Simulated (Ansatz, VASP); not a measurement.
# Al7RhN8 in VASP and in Ansatz

```xyz
16
Lattice="6.2200 0.0000 0.0000 -3.1100 5.3867 0.0000 0.0000 0.0000 4.9800" Properties=species:S:1:pos:R:3 pbc="T T T"
Rh    1.5523    0.9011    4.8157
Al    0.0161    3.6044    0.0324
Al    4.6624    0.8772    0.0336
Al    3.0897    3.6041    0.0318
Al   -0.0275    1.8124    2.4791
Al   -1.5576    4.4641    2.4775
Al    3.1319    1.8123    2.4784
Al    1.5531    4.4905    2.5041
N     1.5520    0.9015    2.0369
N     0.0099    3.6008    1.9013
N     4.6623    0.8854    1.9021
N     3.0957    3.6005    1.9009
N    -0.1379    1.8754    4.3600
N    -1.5568    4.3361    4.3576
N     3.2425    1.8745    4.3593
N     1.5528    4.4906    4.3930
```

Alike in both runs: task single point; functional PBEsol; k mesh 3 × 3 × 4; occupations gaussian, width 0.05 eV; collinear spin; Hubbard terms Rh d U = 2.0 eV.

|  | VASP | Ansatz |
| --- | --- | --- |
| version | VASP 6.6.1 | Ansatz 0.2.0 |
| potentials or method | VASP PAW PBE potentials, release 64 (Rh_pv, Al, N), cutoff 520 eV | scalar-relativistic, plane waves, PAW |
| valence electrons in the cell | 76 | 78 |

```tsv
	VASP	Ansatz	Ansatz less VASP
gap on the k mesh at the Fermi level (eV)	none	none	-
pressure (GPa)	6.6	6.9	+0.28
traceless stress, the component that is largest in VASP (GPa)	-2.71	-2.80	-0.095
rms of the force components (eV/Å)	0.036	0.008	-0.0275
net moment per atom (μB)	0.09	0.09	0.000
size of the moment on the site where the two differ most (μB)	0.94	0.73	-0.209
```

VASP's potentials were made for PBE, not for PBEsol. Site moments also hang on the region over which each program counts them. The programs project onto different local orbitals, so the same U acts differently, and such runs can settle in different states. Atom by atom the forces differ by 0.034 eV/Å (rms over components). A gap of «none» marks a metal or a gap that the smearing closes. VASP's potentials hold 76 valence electrons a cell and Ansatz's 78, so a difference there can come from the potentials and not from the codes. Ansatz's warnings: filled band counts differ across k points, given moment on shells.

The k mesh is coarse, so the values compare programs but aren't converged.
